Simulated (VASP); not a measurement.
# Si2Ni (Fm-3m) in VASP: a series of runs

The runs below take Si2Ni through single point, relaxation of cell and atoms, with PBEsol.

All numbers are computed with VASP 6.6.1; they aren't measurements. Logs are shortened: lines on timing, memory, paths and dates and some standing lists are left out, and cuts for length are marked.

## (1) The cell of the first run

It takes space group Fm-3m (No. 225, cubic). The conventional cell has a = 5.391 Å, b = 5.391 Å, c = 5.391 Å, α = 90.00°, β = 90.00°, γ = 90.00°. Within 3.1 Å of Si (site symmetry -43m) lie 4 Ni at 2.33 Å and 6 Si at 2.70 Å. Within 3.1 Å of Ni (site symmetry m-3m) lie 8 Si at 2.33 Å.

## (2) Single point, PBEsol

INCAR

```
PREC = Accurate
ENCUT = 520
EDIFF = 1E-7
ISMEAR = -1
SIGMA = 0.1
LREAL = False
LASPH = True
NELM = 60
ALGO = Normal
ISIF = 2
LWAVE = False
LCHARG = False
GGA = PS
NBANDS = 16
```

KPOINTS

```
regular mesh
0
Gamma
  14 14 14
```

POSCAR

```
Si2Ni
1.0
    0.0000000000      2.6954857304      2.6954857304
    2.6954857304      0.0000000000      2.6954857304
    2.6954857304      2.6954857304      0.0000000000
Si Ni
2 1
Direct
    0.2500000000      0.2500000000      0.2500000000
    0.7500000000      0.7500000000      0.7500000000
    0.0000000000      0.0000000000      0.0000000000
```

Potentials or basis: VASP PAW PBE potentials, release 64 (Si, Ni).

Launch:

```bash
$ cat potpaw_PBE.64/Si/POTCAR potpaw_PBE.64/Ni/POTCAR > POTCAR
$ mpirun -np 1 vasp_std > vasp.out
```

OUTCAR:

```text
PREC = Accurate
   ENCUT = 520
   EDIFF = 1E-7
   ISMEAR = -1
   LREAL = False
   LASPH = True
   NELM = 60
   ISIF = 2
   GGA = PS

 ion  position               nearest neighbor table
   1  0.250  0.250  0.250-   3 2.33   3 2.33   3 2.33   3 2.33   2 2.70   2 2.70   2 2.70   2 2.70
                             2 2.70   2 2.70
   2  0.750  0.750  0.750-   3 2.33   3 2.33   3 2.33   3 2.33   1 2.70   1 2.70   1 2.70   1 2.70
                             1 2.70   1 2.70
   3  0.000  0.000  0.000-   1 2.33   2 2.33   2 2.33   2 2.33   2 2.33   1 2.33   1 2.33   1 2.33

  LATTYP: Found a face centered cubic cell.
 ALAT       =     5.3909714608

  Lattice vectors:

 A1 = (   0.0000000000,   2.6954857304,   2.6954857304)
 A2 = (   2.6954857304,   0.0000000000,   2.6954857304)
 A3 = (   2.6954857304,   2.6954857304,   0.0000000000)

Analysis of symmetry for initial positions (statically):
=====================================================================
 Subroutine PRICEL returns:
 Original cell was already a primitive cell.

 Routine SETGRP: Setting up the symmetry group for a
 face centered cubic supercell.

 Subroutine GETGRP returns: Found 48 space group operations
 (whereof 48 operations were pure point group operations)
 out of a pool of 48 trial point group operations.

The static configuration has the point symmetry O_h .

Analysis of symmetry for dynamics (positions and initial velocities):
=====================================================================
 Subroutine PRICEL returns:
 Original cell was already a primitive cell.

 Routine SETGRP: Setting up the symmetry group for a
 face centered cubic supercell.

 Subroutine GETGRP returns: Found 48 space group operations
 (whereof 48 operations were pure point group operations)
 out of a pool of 48 trial point group operations.

The dynamic configuration has the point symmetry O_h .

 Subroutine INISYM returns: Found 48 space group operations
 (whereof 48 operations are pure point group operations),
 and found     1 'primitive' translations

----------------------------------------------------------------------------------------

                                     Primitive cell

  volume of cell :      39.1689

  direct lattice vectors                    reciprocal lattice vectors
     0.000000000  2.695485730  2.695485730    -0.185495324  0.185495324  0.185495324
     2.695485730  0.000000000  2.695485730     0.185495324 -0.185495324  0.185495324
     2.695485730  2.695485730  0.000000000     0.185495324  0.185495324 -0.185495324

  length of vectors
     3.811992477  3.811992477  3.811992477     0.321287326  0.321287326  0.321287326

[... 85 lines left out ...]
   NSW    =      0    number of steps for IOM
   IBRION =     -1    ionic relax: 0-MD 1-quasi-New 2-CG
   NFREE  =      0    steps in history (QN), initial steepest desc. (CG)
   ISIF   =      2    stress and relaxation
   ISYM   =      2    0-nonsym 1-usesym 2-fastsym
   POTIM  = 0.5000    time-step for ionic-motion
   TEBEG  =    0.0;   TEEND  =   0.0 temperature during run
   PSTRESS=    0.0 pullay stress
   NELECT =      18.0000    total number of electrons
   NUPDOWN=      -1.0000    fix difference up-down
   EMIN   =  10.00;   EMAX   =-10.00  energy-range for DOS
   EFERMI =   0.00;   METHOD = LEGACY
   ISMEAR =    -1;   SIGMA  =   0.10  broadening in eV -4-tet -1-fermi 0-gaus
   EFERMI_NEDOS =   21; number of points for ismear=-14 and -15
   IALGO  =     38    algorithm
   IMIX   =      4    mixing-type and parameters
     AMIX     =   0.40;   BMIX     =  1.00
     AMIX_MAG =   1.60;   BMIX_MAG =  1.00
  volume/ion in A,a.u.               =      13.06        88.11
  Fermi-wavevector in a.u.,A,eV,Ry     =   1.263335  2.387358 21.715117  1.596016
  Thomas-Fermi vector in A             =   2.396697
   LORBIT       =      0    0 simple, 1 ext, 2 COOP (PROOUT), +10 PAW based schemes
   GGA     = PS    functional components
   LHFCALC =     F    Hartree Fock is set to
   AEXX    =    0.0000 exact exchange contribution
   IVDW    =     0    specifies the selected vdW correction
   LEPSILON=     F    determine dielectric tensor
   LRPA    =     F    only Hartree local field effects (RPA)
 non-spin polarized calculation
  energy-cutoff  :      520.00
  volume of cell :       39.17
 maximum number of plane-waves:      1067
   NGX = 15   NGY = 15   NGZ = 15

 number of electron      17.9999995 magnetization

 Free energy of the ion-electron system (eV)
  ---------------------------------------------------
  ext. energy  EPLUGINS =         0.00000000
  ---------------------------------------------------
  free energy    TOTEN  =       -18.99583140 eV

  energy without entropy =      -18.96725816  energy(sigma->0) =      -18.98154478

 E-fermi :  10.4937     XC(G=0): -11.7368

 val. band max:       10.4753702427   @ k =  -0.0714   0.0714   0.0000
 cond. band min:      10.5571383206   @ k =  -0.2143   0.1429   0.0000
 fundamental gap:      0.0817680779
 Fermi energy:        10.4936699629

 k-point     1 :       0.0000    0.0000    0.0000
  band No.  band energies     occupation
      1      -3.4476      2.00000
      2       5.2140      2.00000
      3       5.2140      2.00000
      4       5.2140      2.00000
      5       6.9178      2.00000
      6       6.9178      2.00000
[... 433 lines left out ...]
      3       5.3777      2.00000
      4       5.4192      2.00000
      5       6.3828      2.00000
      6       7.0502      2.00000
[... 8 lines left out ...]
     15      17.5602      0.00000
     16      17.8063      0.00000

 [... further k-points ...]

------------------------ aborting loop because EDIFF is reached ----------------------------------------

  FORCE on cell =-STRESS in cart. coord.  units (eV):
  Direction    XX          YY          ZZ          XY          YZ          ZX
  --------------------------------------------------------------------------------------
  -------------------------------------------------------------------------------------
  Total        0.0324658      0.0324658      0.0324658     -0.0000000      0.0000000     -0.0000000
  in kB        1.3279940      1.3279940      1.3279940     -0.0000000      0.0000000     -0.0000000
  external PRESSURE =       1.3279940 kB  Pullay stress =       0.0000000 kB

 VOLUME and BASIS-vectors are now :
 -----------------------------------------------------------------------------
  energy-cutoff  :      520.00
  volume of cell :       39.17
      direct lattice vectors                 reciprocal lattice vectors
     0.000000000  2.695485730  2.695485730    -0.185495324  0.185495324  0.185495324
     2.695485730  0.000000000  2.695485730     0.185495324 -0.185495324  0.185495324
     2.695485730  2.695485730  0.000000000     0.185495324  0.185495324 -0.185495324

 POSITION                                       TOTAL-FORCE (eV/Angst)
 -----------------------------------------------------------------------------------
      1.34774      1.34774      1.34774         0.000000      0.000000     -0.000000
      4.04323      4.04323      4.04323         0.000000     -0.000000      0.000000
      0.00000      0.00000      0.00000        -0.000000      0.000000      0.000000
 -----------------------------------------------------------------------------------
    total drift:                               -0.000000     -0.000000      0.000000

  FREE ENERGIE OF THE ION-ELECTRON SYSTEM (eV)
  ---------------------------------------------------
  free  energy   TOTEN  =       -18.9958314045 eV

  energy  without entropy=      -18.9672581570  energy(sigma->0) =      -18.98154478
```

OSZICAR:

```text
N       E                     dE             d eps       ncg     rms          rms(c)
DAV:   1     0.628564294562E+02    0.62856E+02   -0.77780E+03  3352   0.116E+03
DAV:   2    -0.179544510595E+02   -0.80811E+02   -0.73993E+02  3656   0.214E+02
DAV:   3    -0.212213793941E+02   -0.32669E+01   -0.32051E+01  4368   0.467E+01
DAV:   4    -0.212722645885E+02   -0.50885E-01   -0.50844E-01  3880   0.558E+00
DAV:   5    -0.212736067582E+02   -0.13422E-02   -0.13421E-02  4328   0.951E-01    0.172E+01
DAV:   6    -0.262384474606E+02   -0.49648E+01   -0.44596E+01  3448   0.155E+02    0.256E+01
DAV:   7    -0.191608459615E+02    0.70776E+01   -0.13272E+01  4176   0.958E+01    0.392E+00
DAV:   8    -0.190452981012E+02    0.11555E+00   -0.17231E+00  4464   0.209E+01    0.268E+00
DAV:   9    -0.189982116052E+02    0.47086E-01   -0.26500E-01  4096   0.892E+00    0.664E-01
DAV:  10    -0.189960156820E+02    0.21959E-02   -0.89942E-03  4784   0.177E+00    0.311E-01
DAV:  11    -0.189958200982E+02    0.19558E-03   -0.94756E-04  4944   0.342E-01    0.508E-02
DAV:  12    -0.189958351145E+02   -0.15016E-04   -0.41662E-05  3984   0.530E-02    0.250E-02
DAV:  13    -0.189958314092E+02    0.37053E-05   -0.13270E-05  4224   0.857E-02    0.648E-03
DAV:  14    -0.189958314166E+02   -0.73194E-08   -0.11414E-06  3864   0.877E-03    0.288E-03
DAV:  15    -0.189958314045E+02    0.12105E-07   -0.15262E-07  2696   0.945E-03
   1 F= -.18995831E+02 E0= -.18981545E+02  d E =-.285732E-01
```

stdout:

```text
POSCAR found type information on POSCAR SiNi
 POSCAR found :  2 types and       3 ions
 scaLAPACK will be used
 -----------------------------------------------------------------------------
|                                                                             |
|                                                                             |
|     You enforced a specific xc type in the INCAR file but a different       |
|     I HOPE YOU KNOW WHAT YOU ARE DOING!                                     |
|                                                                             |
 -----------------------------------------------------------------------------

 LDA part: xc-table for (Slater+PW92), standard interpolation
 POSCAR, INCAR and KPOINTS ok, starting setup
 FFT: planning ... GRIDC
 FFT: planning ... GRID_SOFT
 FFT: planning ... GRID
 WAVECAR not read
 entering main loop
```

Run time: 79 s. Hardware: 1 thread of Intel Xeon Platinum 8375C at 2.90GHz (Ice Lake), shared host; peak memory 0.2 GiB.

What came out:

* Free energy: -18.9958 eV
* Pressure: 0.1 GPa
* Band gap on the k mesh: zero (bands 9 and 10 overlap by 2.13 eV)

Caveat: the PAW data sets were made with another functional, which shifts forces and pressure a little. Spin polarisation is off, so any magnetic state and its effect on volume and gap are missing.

## (3) Single point, PBEsol

This run uses another cell than the first one, of 12.98 Å³/atom.

INCAR

```
PREC = Accurate
ENCUT = 520
EDIFF = 1E-7
ISMEAR = -1
SIGMA = 0.1
LREAL = F
LASPH = T
NELM = 100
ALGO = Normal
ISIF = 2
LWAVE = F
LCHARG = F
GGA = PS
NBANDS = 16
```

KPOINTS

```
Automatic mesh
0
Gamma
  14 14 14
```

POSCAR

```
Si2Ni
1.0
    0.0000000000      2.6899414609      2.6899414609
    2.6899414609      0.0000000000      2.6899414609
    2.6899414609      2.6899414609      0.0000000000
Si Ni
2 1
Direct
    0.2500000000      0.2500000000      0.2500000000
    0.7500000000      0.7500000000      0.7500000000
    0.0000000000      0.0000000000      0.0000000000
```

Potentials or basis: VASP PAW PBE potentials, release 64 (Si, Ni).

Launch:

```bash
$ cat potpaw_PBE.64/Si/POTCAR potpaw_PBE.64/Ni/POTCAR > POTCAR
$ mpirun -np 1 vasp_std > vasp.out
```

Run time: 77 s. Hardware: 1 thread of Intel Xeon Platinum 8375C at 2.90GHz (Ice Lake), shared host; peak memory 0.2 GiB.

It converged, with:

| Quantity | Value |
| --- | --- |
| Free energy | -18.9949 eV |
| Pressure | 1.1 GPa |
| Band gap on the k mesh | zero (bands 9 and 10 overlap by 2.13 eV) |

Levels at points of the mesh, in eV from the Fermi level:
| k point | band 5 | band 6 | band 7 | band 8 | band 9 | band 10 | band 11 | band 12 | band 13 | band 14 |
| --- | --- | --- | --- | --- | --- | --- | --- | --- | --- | --- |
| (0.00, 0.00, 0.00) | -3.62 | -3.62 | -0.17 | 1.72 | 1.72 | 1.72 | 2.21 | 2.21 | 2.21 | 4.73 |
| (0.50, 0.00, 0.00) | -3.82 | -3.43 | -3.43 | -1.49 | -1.49 | 1.75 | 1.80 | 1.80 | 2.68 | 9.21 |
| (0.50, 0.50, 0.00) | -4.61 | -3.72 | -3.72 | -3.54 | -3.20 | -0.42 | 1.30 | 7.74 | 8.42 | 8.42 |

Caveat: the PAW data sets were made with another functional, which shifts forces and pressure a little. Spin polarisation is off, so any magnetic state and its effect on volume and gap are missing.

[end of part 1 of 2]
